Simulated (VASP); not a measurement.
Set up this calculation in VASP 6.6.1, as the native input.

| Quantity | Value |
| --- | --- |
| Task | single point |
| Functional | r2SCAN |
| Potentials or basis | VASP PAW PBE potentials, release 64 (Ge_d) |
| Cutoff | 520 eV |
| k mesh | 13 × 13 × 13 |
| Occupations | fermi-dirac, width 0.1 eV |
| Spin | no spin polarisation |
| Dipole correction | no |
| Further INCAR settings | ALGO = Normal; EDIFF = 1e-06; NBANDS = 13 |

Ge:

```
Ge
1.0
     2.71686    0.00000    0.00000
     0.00000    2.71686    0.00000
     0.00000    0.00000    2.71686
Ge
1
Direct
  0.00000 0.00000 0.00000
```

This isn't the form of Ge at room conditions, which is diamond.

One way to write it, as run:

POSCAR

```
Ge
1.0
    2.7168578741      0.0000000000      0.0000000000
    0.0000000000      2.7168578741      0.0000000000
    0.0000000000      0.0000000000      2.7168578741
Ge
1
Direct
    0.0000000000      0.0000000000      0.0000000000
```

INCAR.step1

```
SYSTEM = Ge
ALGO = Normal
EDIFF = 1E-4
ENCUT = 520
GGA = PE
ISMEAR = -1
LASPH = .TRUE.
LCHARG = .FALSE.
LREAL = .FALSE.
LWAVE = .TRUE.
NBANDS = 13
NELM = 100
PREC = Accurate
SIGMA = 0.1
```

INCAR.step2

```
SYSTEM = Ge
ALGO = Normal
EDIFF = 1E-6
ENCUT = 520
ISIF = 2
ISMEAR = -1
ISTART = 1
LASPH = .TRUE.
LCHARG = .FALSE.
LMIXTAU = .TRUE.
LREAL = .FALSE.
LWAVE = .FALSE.
METAGGA = R2SCAN
NBANDS = 13
NELM = 100
PREC = Accurate
SIGMA = 0.1
```

KPOINTS

```
k-points
0
G
  13 13 13
  0 0 0
```

Potentials or basis: VASP PAW PBE potentials, release 64 (Ge_d).

Command:

```bash
$ cat potpaw_PBE.64/Ge_d/POTCAR > POTCAR
$ cp INCAR.step1 INCAR
$ mpirun -np 1 vasp_std > vasp.out
$ cp INCAR.step2 INCAR
$ mpirun -np 1 vasp_std > vasp.out
```

Results of the run:

```
Pressure               : -3.0 GPa
Band gap on the k mesh : zero (bands 7 and 8 overlap by 9.27 eV)
```

Caveat: the PAW data sets were made with another functional, which shifts forces and pressure a little.

Wall time 72 s on 1 thread of Intel Xeon 8259CL, on a shared host, peak memory 0.14 GiB.
